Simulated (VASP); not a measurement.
# GaP (F-43m) in VASP: a series of runs, part 3 of 3

VASP 6.6.1.

## 5. Elastic constants, PBE

Input file INCAR:

```
SYSTEM = GaP
PREC = Accurate ; ENCUT = 600
EDIFF = 1E-8 ; ISMEAR = -1
SIGMA = 0.05 ; LREAL = .FALSE.
LASPH = .TRUE. ; NELM = 100
ALGO = Normal ; ISIF = 3
LWAVE = .FALSE. ; LCHARG = .FALSE.
GGA = PE ; IBRION = 6
NFREE = 2 ; POTIM = 0.015
NSW = 1
```

Input file KPOINTS:

```
regular mesh
0
G
  6 6 6
  0 0 0
```

Input file POSCAR:

```
GaP
1.0
    0.0000000000      2.7252500000      2.7252500000
    2.7252500000      0.0000000000      2.7252500000
    2.7252500000      2.7252500000      0.0000000000
Ga P
1 1
Direct
    0.0000000000      0.0000000000      0.0000000000
    0.7500000000      0.7500000000      0.7500000000
```

Potentials or basis: VASP PAW PBE potentials, release 64 (Ga_d, P).

Started as:

```
$ cat potpaw_PBE.64/Ga_d/POTCAR potpaw_PBE.64/P/POTCAR > POTCAR
$ mpirun -np 1 vasp_std > vasp.out
```

OUTCAR:

```text
SYSTEM = GaP
   PREC = Accurate
   ENCUT = 600
   EDIFF = 1E-8
   ISMEAR = -1
   LREAL = .FALSE.
   LASPH = .TRUE.
   NELM = 100
   ISIF = 3
   GGA = PE
   IBRION = 6
   NFREE = 2
   POTIM = 0.015
   NSW = 1

 ion  position               nearest neighbor table
   1  0.000  0.000  0.000-   2 2.36   2 2.36   2 2.36   2 2.36
   2  0.750  0.750  0.750-   1 2.36   1 2.36   1 2.36   1 2.36

  LATTYP: Found a face centered cubic cell.
 ALAT       =     5.4505000000

  Lattice vectors:

 A1 = (   0.0000000000,   2.7252500000,   2.7252500000)
 A2 = (   2.7252500000,   0.0000000000,   2.7252500000)
 A3 = (   2.7252500000,   2.7252500000,   0.0000000000)

Analysis of symmetry for initial positions (statically):
[... 5 lines left out ...]
 face centered cubic supercell.

 Subroutine GETGRP returns: Found 24 space group operations
 (whereof 24 operations were pure point group operations)
 out of a pool of 48 trial point group operations.

The static configuration has the point symmetry T_d .

Analysis of symmetry for dynamics (positions and initial velocities):
[... 5 lines left out ...]
 face centered cubic supercell.

 Subroutine GETGRP returns: Found 24 space group operations
[... 732 lines left out ...]
  -------------------------------------------------------------------------------------
  Total        0.6289926      0.6314856      0.6314856      0.0000000     -0.1155513      0.0000000
  in kB       24.8947105     24.9933799     24.9933799      0.0000000     -4.5733685      0.0000000
  external PRESSURE =      24.9604901 kB  Pullay stress =       0.0000000 kB
[... 17 lines left out ...]
  FREE ENERGIE OF THE ION-ELECTRON SYSTEM (eV)
  ---------------------------------------------------
  free  energy   TOTEN  =        -9.1011805683 eV

  energy  without entropy=       -9.1011805626  energy(sigma->0) =       -9.10118057

 INTERNAL STRAIN TENSORS FROM STRAINED CELLS
 ============================================

 INTERNAL STRAIN TENSOR FOR ION    1 for displacements in x,y,z  (eV/Angst):
          X           Y           Z          XY          YZ          ZX
  --------------------------------------------------------------------------------
  x    -0.00000    -0.00000     0.00000     0.00000    -7.71010     0.00000
  y    -0.00000    -0.00000     0.00000     0.00000     0.00000    -7.71019
  z    -0.00000    -0.00000     0.00000    -7.70981     0.00000     0.00000

 INTERNAL STRAIN TENSORS FROM DISPLACED ATOMS
 ============================================

 INTERNAL STRAIN TENSOR FOR ION    1 for displacements in x,y,z  (eV/Angst):
          X           Y           Z          XY          YZ          ZX
  --------------------------------------------------------------------------------
  x    -0.00000    -0.00000    -0.00000     0.00000    -7.70665     0.00000
  y     0.00000    -0.00000     0.00000     0.00000     0.00000    -7.70665
  z    -0.00000    -0.00000    -0.00000    -7.70665     0.00000     0.00000

 INTERNAL STRAIN TENSOR FOR ION    2 for displacements in x,y,z  (eV/Angst):
          X           Y           Z          XY          YZ          ZX
  --------------------------------------------------------------------------------
  x    -0.00000    -0.00000    -0.00000     0.00000     7.70560     0.00000
  y    -0.00000     0.00000    -0.00000     0.00000     0.00000     7.70560
  z    -0.00000    -0.00000    -0.00000     7.70560     0.00000     0.00000

 Eigenvectors and eigenvalues of the dynamical matrix
 ----------------------------------------------------

   1 f  =   10.692167 THz    67.180864 2PiTHz  356.652285 cm-1    44.219228 meV
             X         Y         Z           dx          dy          dz
      0.000000  0.000000  0.000000     0.000000    0.554667    0.000000
      4.087875  4.087875  4.087875     0.000000   -0.832073    0.000000
[... 21 lines left out ...]
   6 f/i=    0.000685 THz     0.004302 2PiTHz    0.022837 cm-1     0.002831 meV
             X         Y         Z           dx          dy          dz
      0.000000  0.000000  0.000000     0.365663    0.723307   -0.188314
      4.087875  4.087875  4.087875     0.243754    0.482163   -0.125531

--------------------------------------------------------------------------------------------------------

 ELASTIC MODULI CONTR FROM IONIC RELAXATION (kBar)
 Direction    XX          YY          ZZ          XY          YZ          ZX
 --------------------------------------------------------------------------------
 XX          -0.0000      0.0000     -0.0000     -0.0000     -0.0000      0.0000
 YY           0.0000     -0.0000      0.0000     -0.0000     -0.0000     -0.0000
 ZZ          -0.0000      0.0000     -0.0000     -0.0000     -0.0000      0.0000
 XY          -0.0000     -0.0000     -0.0000   -234.2737      0.0000      0.0000
 YZ          -0.0000     -0.0000     -0.0000      0.0000   -234.2737      0.0000
 ZX           0.0000     -0.0000      0.0000      0.0000      0.0000   -234.2737
 --------------------------------------------------------------------------------

 TOTAL ELASTIC MODULI (kBar)
 Direction    XX          YY          ZZ          XY          YZ          ZX
 --------------------------------------------------------------------------------
 XX        1341.4532    605.9055    605.9055      0.0000     -0.0000      0.0000
 YY         605.9055   1341.4532    605.9055     -0.0000     -0.0000      0.0000
 ZZ         605.9055    605.9055   1341.4532     -0.0000     -0.0000     -0.0000
 XY           0.0000     -0.0000     -0.0000    672.7117     -0.0000      0.0000
 YZ          -0.0000     -0.0000     -0.0000     -0.0000    672.7117     -0.0000
 ZX           0.0000      0.0000     -0.0000      0.0000     -0.0000    672.7117
 --------------------------------------------------------------------------------
```

stdout:

```text
POSCAR found type information on POSCAR GaP
 POSCAR found :  2 types and       2 ions
 scaLAPACK will be used
 LDA part: xc-table for (Slater+PW92), standard interpolation
 POSCAR, INCAR and KPOINTS ok, starting setup
 FFT: planning ... GRIDC
 FFT: planning ... GRID_SOFT
 FFT: planning ... GRID
 WAVECAR not read
 entering main loop
 Found     2 degrees of freedom:
 Adding 6 more for cell shape distortion
 Finite differences POTIM= 0.01500 DOF=   8
 bond charge predicted
 Finite differences progress:
 bond charge predicted
 Finite differences progress:
 bond charge predicted
 Finite differences progress:
 bond charge predicted
 Finite differences progress:
 bond charge predicted
 Finite differences progress:
 bond charge predicted
 Finite differences progress:
 bond charge predicted
 Finite differences progress:
 bond charge predicted
 Finite differences progress:
 bond charge predicted
 Finite differences progress:
 bond charge predicted
 Finite differences progress:
 bond charge predicted
 Finite differences progress:
 bond charge predicted
 Finite differences progress:
 bond charge predicted
 Finite differences progress:
 bond charge predicted
 Finite differences progress:
 bond charge predicted
 Finite differences progress:
 bond charge predicted
 Finite differences progress:
```

Run time: 9.4 min. Hardware: 1 thread of AMD EPYC 7R43 (Zen 3), shared host; peak memory 0.19 GiB.

What came out:

* Elastic constants C11, C12, C44: 134, 61, 67 GPa
* Voigt bulk modulus: 85 GPa
* Highest phonon frequency at Γ, LO-TO splitting left out: 357 cm⁻¹

Phonon frequencies in cm⁻¹ (negative: imaginary):
| q point | frequencies |
| --- | --- |
| (0.000, 0.000, 0.000) | 0 0 0 357 357 357 |

Elastic tensor in Voigt notation (GPa, in the Cartesian axes of the cell as first typed):
```
134  61  61   0   0   0
 61 134  61   0   0   0
 61  61 134   0   0   0
  0   0   0  67   0   0
  0   0   0   0  67   0
  0   0   0   0   0  67
```

Clamped-ion elastic tensor (GPa):
```
134  61  61   0   0   0
 61 134  61   0   0   0
 61  61 134   0   0   0
  0   0   0  91   0   0
  0   0   0   0  91   0
  0   0   0   0   0  91
```

Caveat: the cell is under stress, which shifts elastic constants.

## 6. Elastic constants, PBEsol

Input file INCAR:

```
ALGO     = Normal         # electronic algorithm
EDIFF    = 1E-8           # SCF threshold, eV
ENCUT    = 600            # plane-wave cutoff, eV
GGA      = PS             # functional
IBRION   = 6              # ionic algorithm
ISIF     = 3              # what is computed and relaxed
ISMEAR   = -1             # smearing method
LASPH    = T              # aspherical terms in the spheres
LCHARG   = T              # write CHGCAR
LREAL    = F              # projectors in reciprocal space
LWAVE    = F              # write WAVECAR
NBANDS   = 16             # bands
NELM     = 60             # most SCF steps
NFREE    = 2            
NSW      = 1              # ionic steps
POTIM    = 0.015          # step
PREC     = Accurate       # precision mode
SIGMA    = 0.05           # smearing width, eV
```

Input file KPOINTS:

```
k-points
0
Gamma
  6 6 6
```

POSCAR is that of step 5.

Potentials or basis: VASP PAW PBE potentials, release 64 (Ga_d, P).

Started as:

```
$ cat potpaw_PBE.64/Ga_d/POTCAR potpaw_PBE.64/P/POTCAR > POTCAR
$ mpirun -np 1 vasp_std > vasp.out
```

OUTCAR:

```text
EDIFF = 1E-8
   ENCUT = 600
   GGA = PS
   IBRION = 6
   ISIF = 3
   ISMEAR = -1
   LASPH = T
   LREAL = F
   NELM = 60
   NFREE = 2
   NSW = 1
   POTIM = 0.015
   PREC = Accurate

 ion  position               nearest neighbor table
   1  0.000  0.000  0.000-   2 2.36   2 2.36   2 2.36   2 2.36
   2  0.750  0.750  0.750-   1 2.36   1 2.36   1 2.36   1 2.36

  LATTYP: Found a face centered cubic cell.
 ALAT       =     5.4505000000

  Lattice vectors:

 A1 = (   0.0000000000,   2.7252500000,   2.7252500000)
 A2 = (   2.7252500000,   0.0000000000,   2.7252500000)
 A3 = (   2.7252500000,   2.7252500000,   0.0000000000)
[... 1334 lines left out ...]
          X           Y           Z          XY          YZ          ZX
  --------------------------------------------------------------------------------
  x    -0.00000    -0.00000    -0.00000     0.00000    -7.27472     0.00000
  y    -0.00000    -0.00000    -0.00000     0.00000     0.00000    -7.27472
  z    -0.00000    -0.00000    -0.00000    -7.27472     0.00000     0.00000

 INTERNAL STRAIN TENSOR FOR ION    2 for displacements in x,y,z  (eV/Angst):
          X           Y           Z          XY          YZ          ZX
  --------------------------------------------------------------------------------
  x     0.00000     0.00000     0.00000     0.00000     7.27500     0.00000
  y     0.00000     0.00000     0.00000     0.00000     0.00000     7.27500
  z     0.00000     0.00000     0.00000     7.27500     0.00000     0.00000

 Eigenvectors and eigenvalues of the dynamical matrix
 ----------------------------------------------------

   1 f  =   10.584016 THz    66.501334 2PiTHz  353.044771 cm-1    43.771953 meV
             X         Y         Z           dx          dy          dz
      0.000000  0.000000  0.000000    -0.554631    0.000000    0.000000
      4.087875  4.087875  4.087875     0.832096   -0.000000    0.000000
[... 21 lines left out ...]
   6 f/i=    0.000225 THz     0.001412 2PiTHz    0.007497 cm-1     0.000929 meV
             X         Y         Z           dx          dy          dz
      0.000000  0.000000  0.000000     0.098612   -0.516624   -0.644794
      4.087875  4.087875  4.087875     0.065729   -0.344354   -0.429786

--------------------------------------------------------------------------------------------------------

 ELASTIC MODULI CONTR FROM IONIC RELAXATION (kBar)
 Direction    XX          YY          ZZ          XY          YZ          ZX
 --------------------------------------------------------------------------------
 XX          -0.0000     -0.0000     -0.0000     -0.0000     -0.0000     -0.0000
 YY          -0.0000     -0.0000     -0.0000     -0.0000     -0.0000     -0.0000
 ZZ          -0.0000     -0.0000     -0.0000     -0.0000     -0.0000     -0.0000
 XY          -0.0000     -0.0000     -0.0000   -213.0821      0.0000     -0.0000
 YZ          -0.0000     -0.0000     -0.0000      0.0000   -213.0821      0.0000
 ZX          -0.0000     -0.0000     -0.0000     -0.0000      0.0000   -213.0821
 --------------------------------------------------------------------------------

 TOTAL ELASTIC MODULI (kBar)
 Direction    XX          YY          ZZ          XY          YZ          ZX
 --------------------------------------------------------------------------------
 XX        1327.6792    579.2278    579.2278      0.0000      0.0000     -0.0000
 YY         579.2278   1327.6792    579.2278      0.0000     -0.0000     -0.0000
 ZZ         579.2278    579.2278   1327.6792     -0.0000     -0.0000     -0.0000
 XY           0.0000      0.0000     -0.0000    670.3829      0.0000     -0.0000
 YZ           0.0000     -0.0000     -0.0000      0.0000    670.3829      0.0000
 ZX          -0.0000     -0.0000     -0.0000     -0.0000      0.0000    670.3829
 --------------------------------------------------------------------------------
```

Run time: 3.3 min. Hardware: 1 thread of Intel Xeon 6975P-C (Granite Rapids), shared host; peak memory 0.24 GiB.

Results:

| Quantity | Value |
| --- | --- |
| Elastic constants C11, C12, C44 | 133, 58, 67 GPa |
| Voigt bulk modulus | 83 GPa |
| Highest phonon frequency at Γ, LO-TO splitting left out | 353 cm⁻¹ |

Phonon frequencies in cm⁻¹ (negative: imaginary):
```csv
q point,frequencies
"(0.000, 0.000, 0.000)",0 0 0 353 353 353
```

Elastic tensor in Voigt notation (GPa, in the Cartesian axes of the cell as first typed):
```
133  58  58   0   0   0
 58 133  58   0   0   0
 58  58 133   0   0   0
  0   0   0  67   0   0
  0   0   0   0  67   0
  0   0   0   0   0  67
```

Clamped-ion elastic tensor (GPa):
```
133  58  58   0   0   0
 58 133  58   0   0   0
 58  58 133   0   0   0
  0   0   0  88   0   0
  0   0   0   0  88   0
  0   0   0   0   0  88
```

Caveat: the PAW data sets were made with another functional, which shifts forces and pressure a little.
